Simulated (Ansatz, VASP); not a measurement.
MgO2: VASP beside Ansatz

```
Mg O
1.0
     1.60476    0.92651    3.54639
    -1.60476    0.92651    3.54639
     0.00000   -1.85302    3.54639
Mg O
1 2
Direct
  0.00000 0.00000 0.00000
  0.42879 0.42879 0.42879
  0.57121 0.57121 0.57121
```

Change from the starting cell: strain +0.000 along x and y, +0.015 along z, atoms carried along.

Alike in both runs: task single point; functional r2SCAN; k mesh 12 × 12 × 12; occupations gaussian, width 0.05 eV; no spin polarisation.

|  | VASP | Ansatz |
| --- | --- | --- |
| version | VASP 6.6.1 | Ansatz 0.2.0 |
| potentials or method | VASP PAW PBE potentials, release 64 (Mg, O), cutoff 520 eV | scalar-relativistic, plane waves, PAW |
| valence electrons in the cell | 14 | 22 |

```tsv
	VASP	Ansatz	Ansatz less VASP
gap on the k mesh at the Fermi level (eV)	2.61	2.64	+0.029
least direct gap on the mesh (eV)	2.61	2.64	+0.029
pressure (GPa)	-8.4	-7.9	+0.42
traceless stress, the component that is largest in VASP (GPa)	-4.50	-5.77	-1.270
rms of the force components (eV/Å)	0.157	0.268	+0.1108
```

VASP's potentials were made for PBE, not for r2SCAN. Atom by atom the forces differ by 0.111 eV/Å (rms over components). The functional is the same, so the differences come from potentials, cutoffs and numerics. VASP's potentials hold 14 valence electrons a cell and Ansatz's 22, so a difference there can come from the potentials and not from the codes.
